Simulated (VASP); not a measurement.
# Cu (Fm-3m) in VASP: a series of runs

Runs on Cu. Level: PBE. Tasks: single point, relaxation of cell and atoms.

All numbers are computed with VASP 6.6.1; they aren't measurements. Logs are shortened: lines on timing, memory, paths and dates and some standing lists are left out, and cuts for length are marked.

## 1. The cell of the first run

Symmetry: Fm-3m, No. 225, cubic system. Conventional cell: a = 3.495 Å, b = 3.495 Å, c = 3.495 Å, α = 90.00°, β = 90.00°, γ = 90.00°. Cu (site symmetry m-3m) has 12 Cu at 2.47 Å within 3.3 Å.

## 2. Single point, PBE

Contents of INCAR:

```
SYSTEM = Cu
ALGO = Fast
EDIFF = 1E-6
ENCUT = 520
GGA = PE
ISIF = 2
ISMEAR = 0
LASPH = .True.
LCHARG = .False.
LREAL = .False.
LWAVE = .False.
NBANDS = 12
NELM = 80
PREC = Accurate
SIGMA = 0.1
```

Contents of KPOINTS:

```
k-points
0
Gamma
  20 20 20
  0 0 0
```

Contents of POSCAR:

```
Cu
1.0
    0.0000000000      1.7476551505      1.7476551505
    1.7476551505      0.0000000000      1.7476551505
    1.7476551505      1.7476551505      0.0000000000
Cu
1
Direct
    0.0000000000      0.0000000000      0.0000000000
```

Potentials or basis: VASP PAW PBE potentials, release 64 (Cu).

Launch:

```
$ cat potpaw_PBE.64/Cu/POTCAR > POTCAR
$ mpirun -np 1 vasp_std > vasp.out
```

OUTCAR:

```text
SYSTEM = Cu
   EDIFF = 1E-6
   ENCUT = 520
   GGA = PE
   ISIF = 2
   ISMEAR = 0
   LASPH = .True.
   LREAL = .False.
   NELM = 80
   PREC = Accurate

 ion  position               nearest neighbor table
   1  0.000  0.000  0.000-

  LATTYP: Found a face centered cubic cell.
 ALAT       =     3.4953103010

  Lattice vectors:

 A1 = (   0.0000000000,   1.7476551505,   1.7476551505)
 A2 = (   1.7476551505,   0.0000000000,   1.7476551505)
 A3 = (   1.7476551505,   1.7476551505,   0.0000000000)

Analysis of symmetry for initial positions (statically):
=====================================================================
 Subroutine PRICEL returns:
 Original cell was already a primitive cell.

 Routine SETGRP: Setting up the symmetry group for a
 face centered cubic supercell.

 Subroutine GETGRP returns: Found 48 space group operations
 (whereof 48 operations were pure point group operations)
 out of a pool of 48 trial point group operations.

The static configuration has the point symmetry O_h .

Analysis of symmetry for dynamics (positions and initial velocities):
=====================================================================
 Subroutine PRICEL returns:
 Original cell was already a primitive cell.

 Routine SETGRP: Setting up the symmetry group for a
 face centered cubic supercell.

 Subroutine GETGRP returns: Found 48 space group operations
 (whereof 48 operations were pure point group operations)
 out of a pool of 48 trial point group operations.

The dynamic configuration has the point symmetry O_h .

 Subroutine INISYM returns: Found 48 space group operations
 (whereof 48 operations are pure point group operations),
 and found     1 'primitive' translations

----------------------------------------------------------------------------------------

                                     Primitive cell

  volume of cell :      10.6757

  direct lattice vectors                    reciprocal lattice vectors
     0.000000000  1.747655150  1.747655150    -0.286097632  0.286097632  0.286097632
     1.747655150  0.000000000  1.747655150     0.286097632 -0.286097632  0.286097632
     1.747655150  1.747655150  0.000000000     0.286097632  0.286097632 -0.286097632

  length of vectors
     2.471557616  2.471557616  2.471557616     0.495535634  0.495535634  0.495535634

  position of ions in fractional coordinates (direct lattice)
     0.000000000  0.000000000  0.000000000

  ion indices of the primitive-cell ions
   primitive index   ion index
                 1           1

----------------------------------------------------------------------------------------

 KPOINTS: k-points

Automatic generation of k-mesh.
 Grid dimensions read from file:
 generate k-points for:   20   20   20

 Generating k-lattice:

  Cartesian coordinates                     Fractional coordinates (reciprocal lattice)
    -0.014304882  0.014304882  0.014304882     0.050000000  0.000000000  0.000000000
     0.014304882 -0.014304882  0.014304882     0.000000000  0.050000000  0.000000000
     0.014304882  0.014304882 -0.014304882     0.000000000  0.000000000  0.050000000

  Length of vectors
     0.024776782  0.024776782  0.024776782

  Shift w.r.t. Gamma in fractional coordinates (k-lattice)
     0.000000000  0.000000000  0.000000000

 Subroutine IBZKPT returns following result:
 ===========================================

 Found    256 irreducible k-points:

 Following reciprocal coordinates:
            Coordinates               Weight
  0.000000  0.000000  0.000000      1.000000
  0.050000  0.000000  0.000000      8.000000
  0.100000  0.000000  0.000000      8.000000
  0.150000  0.000000  0.000000      8.000000
  0.200000  0.000000  0.000000      8.000000
  0.250000  0.000000  0.000000      8.000000
[... 16 lines left out ...]
 -0.400000  0.050000  0.000000     24.000000
 -0.350000  0.050000  0.000000     24.000000
 [... further k-points ...]
   k-points           NKPTS =    256   k-points in BZ     NKDIM =    256   number of bands    NBANDS=     12
   number of dos      NEDOS =    301   number of ions     NIONS =      1
   total plane-waves  NPLWV =   5832
   dimension x,y,z NGX =    18 NGY =   18 NGZ =   18
   dimension x,y,z NGXF=    36 NGYF=   36 NGZF=   36
   ions per type =               1
   NGX,Y,Z   is equivalent  to a cutoff of  12.11, 12.11, 12.11 a.u.
   NGXF,Y,Z  is equivalent  to a cutoff of  24.21, 24.21, 24.21 a.u.
 SYSTEM =  Cu
   PREC   = accura    normal or accurate (medium, high low for compatibility)
   ISTART =      0    job   : 0-new  1-cont  2-samecut
   ICHARG =      2    charge: 1-file 2-atom 10-const
   ISPIN  =      1    spin polarized calculation?
   LNONCOLLINEAR =      F non collinear calculations
   LSORBIT =      F    spin-orbit coupling
   LASPH  =      T    aspherical Exc in radial PAW
   ENCUT  =  520.0 eV  38.22 Ry    6.18 a.u.   4.60  4.60  4.60*2*pi/ulx,y,z
   NELM   =     80;   NELMIN=  2; NELMDL= -5     # of ELM steps
   EDIFF  = 0.1E-05   stopping-criterion for ELM
   LREAL  =      F    real-space projection
   EDIFFG = 0.1E-04   stopping-criterion for IOM
   NSW    =      0    number of steps for IOM
   IBRION =     -1    ionic relax: 0-MD 1-quasi-New 2-CG
   NFREE  =      0    steps in history (QN), initial steepest desc. (CG)
   ISIF   =      2    stress and relaxation
   ISYM   =      2    0-nonsym 1-usesym 2-fastsym
   POTIM  = 0.5000    time-step for ionic-motion
   TEBEG  =    0.0;   TEEND  =   0.0 temperature during run
   PSTRESS=    0.0 pullay stress
   NELECT =      11.0000    total number of electrons
   NUPDOWN=      -1.0000    fix difference up-down
   EMIN   =  10.00;   EMAX   =-10.00  energy-range for DOS
   EFERMI =   0.00;   METHOD = LEGACY
   ISMEAR =     0;   SIGMA  =   0.10  broadening in eV -4-tet -1-fermi 0-gaus
   EFERMI_NEDOS =   21; number of points for ismear=-14 and -15
   IALGO  =     68    algorithm
   IMIX   =      4    mixing-type and parameters
     AMIX     =   0.40;   BMIX     =  1.00
     AMIX_MAG =   1.60;   BMIX_MAG =  1.00
  volume/ion in A,a.u.               =      10.68        72.04
  Fermi-wavevector in a.u.,A,eV,Ry     =   1.653509  3.124680 37.199596  2.734093
  Thomas-Fermi vector in A             =   2.741935
   LORBIT       =      0    0 simple, 1 ext, 2 COOP (PROOUT), +10 PAW based schemes
   GGA     = PE    functional components
   LHFCALC =     F    Hartree Fock is set to
   AEXX    =    0.0000 exact exchange contribution
   IVDW    =     0    specifies the selected vdW correction
   LEPSILON=     F    determine dielectric tensor
   LRPA    =     F    only Hartree local field effects (RPA)
 non-spin polarized calculation
 RMM-DIIS sequential band-by-band and
 Gauss-broadening in eV      SIGMA  =   0.10
  energy-cutoff  :      520.00
  volume of cell :       10.68
 maximum number of plane-waves:       302
   NGX =  9   NGY =  9   NGZ =  9

 number of electron      10.9999991 magnetization

 Free energy of the ion-electron system (eV)
  ---------------------------------------------------
  ext. energy  EPLUGINS =         0.00000000
  ---------------------------------------------------
  free energy    TOTEN  =        -3.64873054 eV

  energy without entropy =       -3.64749130  energy(sigma->0) =       -3.64811092

 E-fermi :   8.8966     XC(G=0): -13.3232

 val. band max:        8.8782552600   @ k =  -0.4500   0.1000   0.0000
 cond. band min:       8.9150884979   @ k =   0.5000   0.2500   0.1000
 fundamental gap:      0.0368332379
 Fermi energy:         8.8965615197

 k-point     1 :       0.0000    0.0000    0.0000
  band No.  band energies     occupation
      1      -1.2417      2.00000
      2       5.5505      2.00000
      3       5.5505      2.00000
      4       5.5505      2.00000
      5       6.5122      2.00000
      6       6.5122      2.00000
      7      32.3026      0.00000
      8      35.7501      0.00000
      9      35.7501      0.00000
     10      35.7501      0.00000
     11      38.3727      0.00000
     12      38.3727      0.00000

 k-point     2 :       0.0500    0.0000    0.0000
  band No.  band energies     occupation
      1      -1.1436      2.00000
      2       5.5272      2.00000
      3       5.5707      2.00000
      4       5.5707      2.00000
      5       6.5038      2.00000
      6       6.5038      2.00000
      7      31.9050      0.00000
      8      34.3650      0.00000
      9      35.4449      0.00000
     10      35.4449      0.00000
     11      38.8046      0.00000
     12      38.8046      0.00000

 k-point     3 :       0.1000    0.0000    0.0000
  band No.  band energies     occupation
      1      -0.8522      2.00000
      2       5.4626      2.00000
      3       5.6249      2.00000
      4       5.6249      2.00000
      5       6.4848      2.00000
      6       6.4848      2.00000
      7      30.1055      0.00000
      8      33.3722      0.00000
      9      34.8483      0.00000
     10      34.8483      0.00000
     11      39.7343      0.00000
     12      40.0363      0.00000
[... 286 lines left out ...]
 k-point    23 :      -0.4000    0.0500    0.0000
  band No.  band energies     occupation
      1       3.1231      2.00000
      2       5.5172      2.00000
      3       5.5724      2.00000
      4       6.3138      2.00000
      5       7.0293      2.00000
      6       7.5093      2.00000
      7      14.8962      0.00000
      8      29.8470      0.00000
      9      31.9006      0.00000
     10      32.9989      0.00000
     11      35.8106      0.00000
     12      37.2810      0.00000

 k-point    24 :      -0.3500    0.0500    0.0000
  band No.  band energies     occupation
      1       2.7748      2.00000
      2       5.5768      2.00000
      3       5.6241      2.00000
      4       5.7363      2.00000
      5       6.8778      2.00000
      6       7.1968      2.00000
      7      16.8182      0.00000
      8      29.8460      0.00000
      9      32.2553      0.00000
     10      33.8010      0.00000
     11      35.8655      0.00000
     12      37.7710      0.00000

 [... further k-points ...]

------------------------ aborting loop because EDIFF is reached ----------------------------------------

  FORCE on cell =-STRESS in cart. coord.  units (eV):
  Direction    XX          YY          ZZ          XY          YZ          ZX
  --------------------------------------------------------------------------------------
  -------------------------------------------------------------------------------------
  Total        1.4666395      1.4666395      1.4666395      0.0000000     -0.0000000      0.0000000
  in kB      220.1084647    220.1084647    220.1084647      0.0000000     -0.0000000      0.0000000
  external PRESSURE =     220.1084647 kB  Pullay stress =       0.0000000 kB

 VOLUME and BASIS-vectors are now :
 -----------------------------------------------------------------------------
  energy-cutoff  :      520.00
  volume of cell :       10.68
      direct lattice vectors                 reciprocal lattice vectors
     0.000000000  1.747655150  1.747655150    -0.286097632  0.286097632  0.286097632
     1.747655150  0.000000000  1.747655150     0.286097632 -0.286097632  0.286097632
     1.747655150  1.747655150  0.000000000     0.286097632  0.286097632 -0.286097632

 POSITION                                       TOTAL-FORCE (eV/Angst)
 -----------------------------------------------------------------------------------
      0.00000      0.00000      0.00000        -0.000000     -0.000000      0.000000
 -----------------------------------------------------------------------------------
    total drift:                                0.000000     -0.000000      0.000000

  FREE ENERGIE OF THE ION-ELECTRON SYSTEM (eV)
  ---------------------------------------------------
  free  energy   TOTEN  =        -3.6487305374 eV

  energy  without entropy=       -3.6474913043  energy(sigma->0) =       -3.64811092
```

It took 24 s on 1 thread of AMD EPYC 7R13 (Zen 3), shared host; peak memory 0.11 GiB.

Results:

| Property | Result |
| --- | --- |
| Free energy | -3.6487 eV |
| Pressure | 22.0 GPa |
| Band gap on the k mesh | zero (an odd number of electrons rules out a gap without spin polarisation) |

Levels at points of the mesh, in eV from the Fermi level:
```csv
k point,band 4,band 5,band 6,band 7,band 8,band 9
"(0.00, 0.00, 0.00)",-3.35,-2.38,-2.38,23.41,26.85,26.85
"(0.50, 0.00, 0.00)",-1.72,-1.72,-1.30,4.31,21.85,23.70
"(0.50, 0.50, 0.00)",-1.55,-1.55,1.43,7.86,13.90,13.90
```

Caveat: the cell stands under pressure.

## 3. Single point, PBE

Contents of INCAR:

```
ALGO = Normal ; EDIFF = 1E-7
ENCUT = 520 ; GGA = PE
ISIF = 2 ; ISMEAR = 0
LASPH = True ; LCHARG = False
LREAL = False ; LWAVE = False
NBANDS = 12 ; NELM = 100
PREC = Accurate ; SIGMA = 0.1
```

Contents of KPOINTS:

```
k-points
0
Gamma
  20 20 20
```

POSCAR is that of step 2.

Potentials or basis: VASP PAW PBE potentials, release 64 (Cu).

Launch:

```
$ cat potpaw_PBE.64/Cu/POTCAR > POTCAR
$ mpirun -np 1 vasp_std > vasp.out
```

OUTCAR:

```text
EDIFF = 1E-7
   ENCUT = 520
   GGA = PE
   ISIF = 2
   ISMEAR = 0
   LASPH = True
   LREAL = False
   NELM = 100
   PREC = Accurate

 ion  position               nearest neighbor table
   1  0.000  0.000  0.000-

  LATTYP: Found a face centered cubic cell.
 ALAT       =     3.4953103010

  Lattice vectors:

 A1 = (   0.0000000000,   1.7476551505,   1.7476551505)
 A2 = (   1.7476551505,   0.0000000000,   1.7476551505)
 A3 = (   1.7476551505,   1.7476551505,   0.0000000000)

Analysis of symmetry for initial positions (statically):
=====================================================================
 Subroutine PRICEL returns:
 Original cell was already a primitive cell.

 Routine SETGRP: Setting up the symmetry group for a
 face centered cubic supercell.

 Subroutine GETGRP returns: Found 48 space group operations
 (whereof 48 operations were pure point group operations)
 out of a pool of 48 trial point group operations.

The static configuration has the point symmetry O_h .

Analysis of symmetry for dynamics (positions and initial velocities):
=====================================================================
 Subroutine PRICEL returns:
[... 167 lines left out ...]
      4       5.5511      2.00000
      5       6.5129      2.00000
      6       6.5129      2.00000
      7      32.3027      0.00000
      8      35.7501      0.00000
      9      35.7502      0.00000
     10      35.7502      0.00000
     11      38.3728      0.00000
     12      38.3728      0.00000
[... 331 lines left out ...]
 k-point    24 :      -0.3500    0.0500    0.0000
  band No.  band energies     occupation
      1       2.7750      2.00000
      2       5.5774      2.00000
      3       5.6247      2.00000
      4       5.7366      2.00000
      5       6.8785      2.00000
      6       7.1975      2.00000
      7      16.8184      0.00000
      8      29.8461      0.00000
      9      32.2553      0.00000
     10      33.8010      0.00000
     11      35.8656      0.00000
     12      37.7711      0.00000

 [... further k-points ...]

------------------------ aborting loop because EDIFF is reached ----------------------------------------

  FORCE on cell =-STRESS in cart. coord.  units (eV):
  Direction    XX          YY          ZZ          XY          YZ          ZX
  --------------------------------------------------------------------------------------
  -------------------------------------------------------------------------------------
  Total        1.4481754      1.4481754      1.4481754      0.0000000     -0.0000000      0.0000000
  in kB      217.3374333    217.3374333    217.3374333      0.0000000     -0.0000000      0.0000000
  external PRESSURE =     217.3374333 kB  Pullay stress =       0.0000000 kB

 VOLUME and BASIS-vectors are now :
 -----------------------------------------------------------------------------
  energy-cutoff  :      520.00
  volume of cell :       10.68
      direct lattice vectors                 reciprocal lattice vectors
     0.000000000  1.747655150  1.747655150    -0.286097632  0.286097632  0.286097632
     1.747655150  0.000000000  1.747655150     0.286097632 -0.286097632  0.286097632
     1.747655150  1.747655150  0.000000000     0.286097632  0.286097632 -0.286097632

 POSITION                                       TOTAL-FORCE (eV/Angst)
 -----------------------------------------------------------------------------------
      0.00000      0.00000      0.00000        -0.000000      0.000000      0.000000
 -----------------------------------------------------------------------------------
    total drift:                                0.000000     -0.000000      0.000000

  FREE ENERGIE OF THE ION-ELECTRON SYSTEM (eV)
  ---------------------------------------------------
  free  energy   TOTEN  =        -3.6487305995 eV

  energy  without entropy=       -3.6474911485  energy(sigma->0) =       -3.64811087
```

OSZICAR:

```text
N       E                     dE             d eps       ncg     rms          rms(c)
DAV:   1     0.407847184365E+02    0.40785E+02   -0.53287E+03  7020   0.158E+03
DAV:   2    -0.340795318573E+01   -0.44193E+02   -0.40831E+02  6304   0.206E+02
DAV:   3    -0.457795330930E+01   -0.11700E+01   -0.11656E+01  7188   0.382E+01
DAV:   4    -0.458478488913E+01   -0.68316E-02   -0.68307E-02  6948   0.256E+00
DAV:   5    -0.458484471258E+01   -0.59823E-04   -0.59822E-04  7272   0.243E-01    0.778E+00
DAV:   6    -0.395219743740E+01    0.63265E+00   -0.12951E+01  7328   0.702E+01    0.329E+00
DAV:   7    -0.366502980553E+01    0.28717E+00   -0.18421E+00  7344   0.262E+01    0.696E-01
DAV:   8    -0.364962549552E+01    0.15404E-01   -0.59920E-03  8148   0.778E-01    0.223E-01
DAV:   9    -0.364872554738E+01    0.89995E-03   -0.50898E-03  8068   0.126E+00    0.255E-02
DAV:  10    -0.364873231950E+01   -0.67721E-05   -0.24969E-05  8016   0.745E-02    0.838E-03
DAV:  11    -0.364873041298E+01    0.19065E-05   -0.12484E-06  7628   0.213E-02    0.239E-04
DAV:  12    -0.364873052854E+01   -0.11556E-06   -0.12648E-08  4272   0.120E-03    0.119E-04
DAV:  13    -0.364873059948E+01   -0.70939E-07   -0.28708E-09  3784   0.733E-04
   1 F= -.36487306E+01 E0= -.36481109E+01  d E =-.123945E-02
```

stdout:

```text
POSCAR found type information on POSCAR Cu
 POSCAR found :  1 types and       1 ions
 scaLAPACK will be used
 LDA part: xc-table for (Slater+PW92), standard interpolation
 POSCAR, INCAR and KPOINTS ok, starting setup
 FFT: planning ... GRIDC
 FFT: planning ... GRID_SOFT
 FFT: planning ... GRID
 WAVECAR not read
 entering main loop
```

Wall time 21 s (1 thread of AMD EPYC 7R13 (Zen 3), shared host); peak memory 0.11 GiB.

What came out:

```yaml
Free_energy: -3.6487 eV
Pressure: 21.7 GPa
Band_gap_on_the_k_mesh: zero (an odd number of electrons rules out a gap without spin polarisation)
```

Caveat: the cell stands under pressure.

(Continued in part 2 of 2.)
